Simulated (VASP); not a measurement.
A run of VASP 6.6.1:

Contents of INCAR:

```
ALGO = Normal
EDIFF = 1E-6
ENCUT = 520
GGA = PE
ISIF = 2
ISMEAR = 0
LASPH = True
LCHARG = False
LREAL = False
LWAVE = False
NBANDS = 21
NELM = 100
PREC = Accurate
SIGMA = 0.1
```

File KPOINTS:

```
k-points
0
Gamma
  18 18 18
```

The input POSCAR:

```
Si3Ge
1.0
    1.4122772000      0.8153786216      9.2554267079
   -1.4122772000      0.8153786216      9.2554267079
    0.0000000000     -1.6307572432      9.2554267079
Si Ge
3 1
Direct
    0.0000000000      0.0000000000      0.0000000000
    0.2567461587      0.2567461587      0.2567461587
    0.7432538413      0.7432538413      0.7432538413
    0.5000000000      0.5000000000      0.5000000000
```

Potentials or basis: VASP PAW PBE potentials, release 64 (Si, Ge_d).

Command:

```sh
$ cat potpaw_PBE.64/Si/POTCAR potpaw_PBE.64/Ge_d/POTCAR > POTCAR
$ mpirun -np 1 vasp_std > vasp.out
```

Hardware: 1 thread of Intel(R) Xeon(R) 6975P-C (Granite Rapids) (shared host).

**Question.** How long does it take, and how much memory?

**Answer.** It took 45 min on 1 thread of Intel(R) Xeon(R) 6975P-C (Granite Rapids), on a shared host, peak memory 1.2 GiB. Counts: scf iterations 13, k points 580.
